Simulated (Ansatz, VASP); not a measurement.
## Two plane-wave programs on Ca

File POSCAR:

```
Ca
1.0
    3.5065510619      0.0000000000      0.0000000000
    0.0000000000      3.5065510619      0.0000000000
    0.0000000000      0.0000000000      3.5065510619
Ca
1
Direct
    0.0000000000      0.0000000000      0.0000000000
```

INCAR.step1

```
PREC = Accurate ; ENCUT = 520
ISMEAR = -1 ; SIGMA = 0.1
LREAL = F ; LASPH = T
NELM = 80 ; NBANDS = 11
GGA = PE ; ALGO = Normal
EDIFF = 1E-4 ; LWAVE = T
LCHARG = F
```

File INCAR.step2:

```
PREC = Accurate ; ENCUT = 520
EDIFF = 1E-6 ; ISMEAR = -1
SIGMA = 0.1 ; LREAL = F
LASPH = T ; NELM = 80
ALGO = Normal ; ISIF = 2
LWAVE = F ; LCHARG = F
METAGGA = R2SCAN ; LMIXTAU = T
NBANDS = 11 ; ISTART = 1
```

File KPOINTS:

```
regular mesh
0
Gamma
  10 10 10
```

Input for Ansatz:

```yaml
crystal:
  lattice:
    - [3.5065510619, 0.0, 0.0]
    - [0.0, 3.5065510619, 0.0]
    - [0.0, 0.0, 3.5065510619]
  atoms:
    - { symbol: Ca, position: [0.0, 0.0, 0.0] }
hamiltonian:
  xc: r2scan
  pseudopotentials:
    kind: paw
    azcp:
      Ca: "pseudopotentials/Ca.paw.azcp"
basis:
  ecutwfc: 500
  fft_grid_basis: typed
kpoints:
  mp_grid: { grid: [10, 10, 10], shift: [0, 0, 0] }
magnetization:
  spin_polarized: false
scf:
  occupations: { method: fermi_dirac, width: 0.1 }
  lower_state_search: "off"
output:
  stress: true
  write_density: true
  write_potential: true
  elf: true
  volumetric_format: npy
```

Alike in both runs: task single point; functional r2SCAN; k mesh 10 × 10 × 10; occupations fermi-dirac, width 0.1 eV; no spin polarisation.

```csv
,VASP,Ansatz
version,VASP 6.6.1,Ansatz 0.2.0
potentials or method,"VASP PAW PBE potentials, release 64 (Ca_sv), cutoff 520 eV","plane waves (500 eV) with PAW, scalar-relativistic"
valence electrons in the cell,10,10
```

```tsv
	VASP	Ansatz	Ansatz less VASP
pressure (GPa)	-0.1	-0.1	-0.02
```

VASP's potentials were made for PBE, not for r2SCAN.
